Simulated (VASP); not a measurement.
## BN: single point with PBE

BN:

```xyz
12
Lattice="1.8130 -1.8130 0.0000 1.8130 0.0000 -1.8130 7.2520 7.2520 7.2520" Properties=species:S:1:pos:R:3 pbc="T T T"
B     3.6260    0.0000    0.0000
B     0.0000    0.0000    0.0000
B     3.6260    1.8130    1.8130
B     7.2520    3.6260    3.6260
B     3.6260    3.6260    3.6260
B     7.2520    5.4390    5.4390
N     6.3455    2.7195    2.7195
N     6.3455    0.9065    0.9065
N     6.3455    4.5325    4.5325
N     2.7195   -0.9065   -0.9065
N     6.3455    6.3455    6.3455
N     2.7195    0.9065    0.9065
```

```json
{
 "Program": "VASP 6.6.1",
 "Task": "single point",
 "Functional": "PBE",
 "Potentials or basis": "VASP PAW PBE potentials, release 64 (B, N)",
 "Cutoff": "520 eV",
 "k mesh": "10 × 10 × 2",
 "Occupations": "gaussian, width 0.05 eV",
 "Spin": "no spin polarisation",
 "Dipole correction": "no",
 "Further INCAR settings": "ALGO = Normal; EDIFF = 1e-07; NBANDS = 36"
}
```

The pressure is -0.2 GPa. The band gap on the k mesh is 4.45 eV.

Levels at points of the mesh, in eV from the valence-band top:
| k point | band 20 | band 21 | band 22 | band 23 | band 24 | band 25 | band 26 | band 27 | band 28 | band 29 |
| --- | --- | --- | --- | --- | --- | --- | --- | --- | --- | --- |
| (0.00, 0.00, 0.00) | -0.61 | -0.61 | 0.00 | 0.00 | 0.00 | 8.78 | 8.78 | 8.78 | 9.27 | 9.27 |
| (0.50, 0.00, 0.00) | -3.69 | -2.86 | -2.86 | -1.92 | -1.92 | 4.45 | 6.21 | 6.21 | 8.82 | 8.82 |
| (0.00, 0.00, 0.50) | -0.91 | -0.18 | -0.18 | -0.18 | -0.18 | 8.97 | 8.97 | 9.05 | 9.05 | 9.05 |
| (0.50, 0.00, 0.50) | -3.62 | -2.44 | -2.44 | -2.19 | -2.19 | 5.01 | 5.01 | 7.51 | 7.51 | 9.65 |

It took 3 min on 1 thread of AMD EPYC 7R13 (shared host), peak memory 0.17 GiB.

A k mesh can miss the band edges.
